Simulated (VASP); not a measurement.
LiNbO3:

```xyz
10
Lattice="2.5756 1.4871 4.6218 -2.5756 1.4871 4.6218 0.0000 -2.9741 4.6218" Properties=species:S:1:pos:R:3 pbc="T T T"
Li    0.0000    0.0000    4.1887
Li    0.0000    0.0000   11.1214
Nb    0.0000    0.0000    0.2662
Nb    0.0000    0.0000    7.1989
O    -0.6367   -1.4448    5.7768
O     1.5696    0.1710    5.7768
O    -0.9329    1.2738    5.7768
O    -1.6427   -0.2132    8.0877
O     0.6367    1.5293    8.0877
O     1.0060   -1.3160    8.0877
```

| Quantity | Value |
| --- | --- |
| Program | VASP 6.6.1 |
| Task | relaxation of cell and atoms |
| Functional | PBE |
| Potentials or basis | VASP PAW PBE potentials, release 64 (Li_sv, Nb_sv, O) |
| Cutoff | 600 eV |
| k mesh | 4 × 4 × 4 |
| Occupations | gaussian, width 0.01 eV |
| Spin | no spin polarisation |

At the start: pressure 4.0 GPa; volume 10.62 Å³/atom.

**Question.** How do energy, volume and symmetry change on relaxing?

**Answer.** Over 15 steps the energy falls by 2.8 meV/atom and the volume is 10.85 Å³/atom (+2.1 %); space group R3c (No. 161, to 0.05 Å).

The path:
```
step  energy change (eV)  largest force (eV/Å)  pressure (GPa)  volume (Å³)
   1              0.0000                0.1974            3.98       106.21
   2              0.0189                0.4392           -4.61       110.32
   3             -0.0233                0.1746            0.14       107.93
   4             -0.0274                0.0675            0.04       108.31
   5             -0.0279                0.0136            0.01       108.49
   6             -0.0279                0.0142            0.00       108.51
   7             -0.0280                0.0102           -0.04       108.52
   8             -0.0280                0.0075           -0.08       108.54
   9             -0.0280                0.0102            0.10       108.45
  10             -0.0281                0.0062            0.01       108.50
  11             -0.0281                0.0055            0.00       108.49
  12             -0.0281                0.0058            0.00       108.46
  13             -0.0281                0.0034            0.02       108.46
  14             -0.0281                0.0026            0.04       108.45
  15             -0.0281                0.0016            0.00       108.48
```

Final structure:
```
CELL_PARAMETERS angstrom
2.59098 1.49590 4.66458
-2.59098 1.49590 4.66458
0.00000 -2.99181 4.66458
ATOMIC_POSITIONS crystal
Li 0.30158 0.30158 0.30158
Li 0.80158 0.80158 0.80158
Nb 0.02011 0.02011 0.02011
Nb 0.52011 0.52011 0.52011
O 0.13013 0.37856 0.74083
O 0.74083 0.13013 0.37856
O 0.37856 0.74083 0.13013
O 0.24083 0.87856 0.63013
O 0.87856 0.63013 0.24083
O 0.63013 0.24083 0.87856
```

Caveat: the cutoff is under 1.25 times the usual one of these potentials, so pressure, stress and relaxed cells hold a basis-set (Pulay) error.
